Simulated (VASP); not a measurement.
Write the native input for VASP 6.6.1 that does the following.

```
Task                   : single point
Functional             : PBE
Potentials or basis    : VASP PAW PBE potentials, release 64 (Ge_d)
Cutoff                 : 520 eV
k mesh                 : 6 × 6 × 6
Occupations            : fermi-dirac, width 0.02 eV
Spin                   : no spin polarisation
Dipole correction      : no
Further INCAR settings : ALGO = Normal; EDIFF = 1e-06; NBANDS = 21
```

The structure of Ge lies in POSCAR:

```
Ge
1.0
    0.0000000000      2.8800000000      2.8800000000
    2.8800000000      0.0000000000      2.8800000000
    2.8800000000      2.8800000000      0.0000000000
Ge
2
Direct
    0.0000000000      0.0000000000      0.0000000000
    0.2500000000      0.2500000000      0.2500000000
```

These files were run (other wordings do the same):

INCAR

```
SYSTEM = Ge
PREC = Accurate
ENCUT = 520
EDIFF = 1E-6
ISMEAR = -1
SIGMA = 0.02
LREAL = .False.
LASPH = .True.
NELM = 80
ALGO = Normal
ISIF = 2
LWAVE = .False.
LCHARG = .False.
GGA = PE
NBANDS = 21
```

KPOINTS

```
Automatic mesh
0
Gamma
  6 6 6
  0 0 0
```

Potentials or basis: VASP PAW PBE potentials, release 64 (Ge_d).

Launch:

```console
$ cat potpaw_PBE.64/Ge_d/POTCAR > POTCAR
$ mpirun -np 1 vasp_std > vasp.out
```

Results of the run:

```
Pressure               : 0.1 GPa
Band gap on the k mesh : zero (filled and empty bands touch)
```

Wall time 8 s on 1 thread of Intel(R) Xeon(R) 6975P-C (Granite Rapids) (shared host), peak memory 0.16 GiB.
